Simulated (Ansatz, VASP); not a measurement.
## One calculation of TePt, two programs

The input INCAR:

```
SYSTEM = TePt
PREC = Accurate
ENCUT = 520
EDIFF = 1E-7
ISMEAR = 0
SIGMA = 0.15
LREAL = .FALSE.
LASPH = .TRUE.
NELM = 80
ALGO = Normal
ISIF = 2
LWAVE = .FALSE.
LCHARG = .FALSE.
GGA = CA
NBANDS = 24
```

File KPOINTS:

```
Automatic mesh
0
G
  12 12 8
  0 0 0
```

File POSCAR:

```
TePt
1.0
    4.0832422724      0.0000000000      0.0000000000
   -2.0416211362      3.5361915377      0.0000000000
    0.0000000000      0.0000000000      5.3532323131
Te Pt
2 2
Direct
    0.3333333333      0.6666666667      0.2500000000
    0.6666666667      0.3333333333      0.7500000000
    0.0000000000      0.0000000000      0.0000000000
    0.0000000000      0.0000000000      0.5000000000
```

Input for Ansatz:

```yaml
crystal:
  lattice:
    - [4.0832422724, 0.0, 0.0]
    - [-2.0416211362, 3.5361915377, 0.0]
    - [0.0, 0.0, 5.3532323131]
  atoms:
    - { symbol: Te, position: [0.3333333333, 0.6666666667, 0.25] }
    - { symbol: Te, position: [0.6666666667, 0.3333333333, 0.75] }
    - { symbol: Pt, position: [0.0, 0.0, 0.0] }
    - { symbol: Pt, position: [0.0, 0.0, 0.5] }
basis:
  ecutwfc: 420
kpoints:
  mp_grid: { grid: [12, 12, 8] }
hamiltonian:
  xc: lda
  pseudopotentials: { kind: paw, azcp: { folder: soft_1 } }
scf:
  occupations: { method: gaussian, width: 0.15 }
  lower_state_search: "off"
output:
  forces: true
  stress: true
  eigenvalues: true
```

Alike in both runs: task single point; functional LDA; k mesh 12 × 12 × 8; occupations gaussian, width 0.15 eV; no spin polarisation.

|  | VASP | Ansatz |
| --- | --- | --- |
| version | VASP 6.6.1 | Ansatz 0.2.0 |
| potentials or method | VASP PAW LDA potentials, release 64 (Te, Pt), cutoff 520 eV | scalar-relativistic, plane waves, PAW |
| valence electrons in the cell | 32 | 68 |

|  | VASP | Ansatz | Ansatz less VASP |
| --- | --- | --- | --- |
| gap on the k mesh at the Fermi level (eV) | none | none | - |
| pressure (GPa) | 15.4 | 15.0 | -0.44 |
| traceless stress, the component that is largest in VASP (GPa) | 1.01 | 0.87 | -0.146 |

Ansatz warns that its potentials were made for another functional, while VASP's fit it. LDA's correlation is that of Perdew and Zunger in VASP and of Perdew and Wang (1992) in Ansatz. A gap of «none» marks a metal or a gap that the smearing closes. VASP's potentials hold 32 valence electrons a cell and Ansatz's 68, so a difference there can come from the potentials and not from the codes.

Spin-orbit coupling is off throughout.
